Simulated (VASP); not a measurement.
Mg3Sb2: single point with PBE

The system is Mg3Sb2.

```xyz
5
Lattice="4.5697 0.0000 0.0000 -2.2848 3.9574 0.0000 0.0000 0.0000 7.2400" Properties=species:S:1:pos:R:3 pbc="T T T"
Mg    0.0000    2.6383    4.5877
Mg    2.2848    1.3191    2.6523
Mg    0.0000    0.0000    0.0000
Sb    0.0000    2.6383    1.6562
Sb    2.2848    1.3191    5.5838
```

```yaml
Program: VASP 6.6.1
Task: single point
Functional: PBE
Potentials_or_basis: VASP PAW PBE potentials, release 64 (Mg, Sb)
Cutoff: 600 eV
k_mesh: 6 × 6 × 4
Occupations: fermi-dirac, width 0.02 eV
Spin: no spin polarisation
```

```
Pressure               : 0.9 GPa
Largest force          : 0.177 eV/Å
Band gap on the k mesh : 0.24 eV (least direct gap 1.11 eV)
```

Forces in eV/Å, atoms in the order of the input:
```
Mg   0.000  0.000 -0.032
Mg   0.000  0.000  0.032
Mg   0.000  0.000  0.000
Sb   0.000  0.000 -0.177
Sb   0.000  0.000  0.177
```

Stress tensor (GPa, compression positive):
```
0.98 0.00 0.00
0.00 0.98 0.00
0.00 0.00 0.75
```

Levels at points of the mesh, in eV from the valence-band top:
| k point | band 5 | band 6 | band 7 | band 8 | band 9 | band 10 | band 11 | band 12 |
| --- | --- | --- | --- | --- | --- | --- | --- | --- |
| (0.00, 0.00, 0.00) | -1.10 | -0.40 | -0.40 | 0.00 | 1.11 | 1.23 | 3.04 | 3.04 |
| (0.50, 0.00, 0.00) | -3.24 | -2.30 | -2.21 | -0.91 | 0.40 | 1.96 | 2.14 | 2.82 |
| (0.00, 0.00, 0.50) | -0.80 | -0.80 | -0.72 | -0.72 | 1.78 | 1.88 | 2.72 | 2.72 |
| (0.50, 0.00, 0.50) | -1.84 | -1.67 | -1.66 | -1.53 | 0.44 | 1.32 | 1.73 | 2.21 |

Wall time 110 s on 1 thread of Intel Xeon 8259CL, with other jobs on the host, peak memory 0.31 GiB.

Caveat: spin-orbit coupling is left out, which moves the levels of the heavy elements. A k mesh can miss the band edges.
